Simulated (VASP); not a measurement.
Crystal: Ga4P3N.

```xyz
8
Lattice="3.5055 0.0000 0.0000 0.0000 7.0110 0.0000 0.0000 0.0000 4.9575" Properties=species:S:1:pos:R:3 pbc="T T T"
N     0.0000    0.0000    0.0000
Ga    1.7528    0.0000    3.7182
Ga    0.0000    5.2583    1.2394
Ga    1.7528    3.5055    3.7182
Ga    0.0000    1.7528    1.2394
P     1.7528    5.2583    2.4788
P     0.0000    3.5055    0.0000
P     1.7528    1.7528    2.4788
```

* Program: VASP 6.6.1
* Task: relaxation of cell and atoms
* Functional: PBE
* Potentials or basis: VASP PAW PBE potentials, release 64 (N, Ga_d, P)
* Cutoff: 600 eV
* k mesh: 6 × 4 × 6
* Occupations: fermi-dirac, width 0.02 eV
* Spin: no spin polarisation

At the start: pressure 29.4 GPa; volume 15.23 Å³/atom.

Task: How do energy, volume and symmetry change on relaxing?

Result: Over 24 steps the energy falls by 429.2 meV/atom and the volume is 18.29 Å³/atom (+20.1 %); space group Pmm2 (No. 25, to 0.05 Å).

The path:
```csv
step,energy change (eV),largest force (eV/Å),pressure (GPa),volume (Å³)
1,0.0000,4.5130,29.43,121.84
2,-1.9621,0.6388,-11.01,178.14
3,-2.9894,1.3755,-2.61,152.77
4,-2.9907,1.4136,-2.03,152.03
5,-3.2632,0.8464,-1.09,149.01
6,-3.3815,0.4560,0.68,145.74
7,-3.4216,0.3015,-0.20,146.88
8,-3.4239,0.2602,-0.47,147.22
9,-3.4299,0.1254,0.13,146.12
10,-3.4299,0.1186,0.07,146.20
11,-3.4316,0.0695,0.05,146.24
12,-3.4323,0.1038,-0.01,146.27
13,-3.4332,0.0356,0.03,146.26
14,-3.4334,0.0313,0.04,146.25
15,-3.4335,0.0123,-0.09,146.41
16,-3.4335,0.0122,-0.02,146.37
17,-3.4335,0.0076,-0.03,146.38
18,-3.4335,0.0122,-0.04,146.38
19,-3.4335,0.0094,0.09,146.26
20,-3.4335,0.0063,-0.02,146.31
21,-3.4335,0.0069,0.03,146.30
22,-3.4335,0.0063,0.02,146.31
23,-3.4335,0.0062,0.00,146.31
24,-3.4335,0.0017,0.00,146.31
```

Final structure:
```
N Ga P
1.0
     3.73259    0.00000    0.00000
     0.00000    7.50395    0.00000
     0.00000    0.00000    5.22356
N Ga P
1 4 3
Direct
  0.00000 0.00000 0.00548
  0.50000 0.00000 0.80499
  0.00000 0.78179 0.22844
  0.50000 0.50000 0.73001
  0.00000 0.21821 0.22844
  0.50000 0.76661 0.50105
  0.00000 0.50000 0.00053
  0.50000 0.23339 0.50105
```

Caveat: the volume moved by over 15 % at a fixed basis, so the end points are rough.
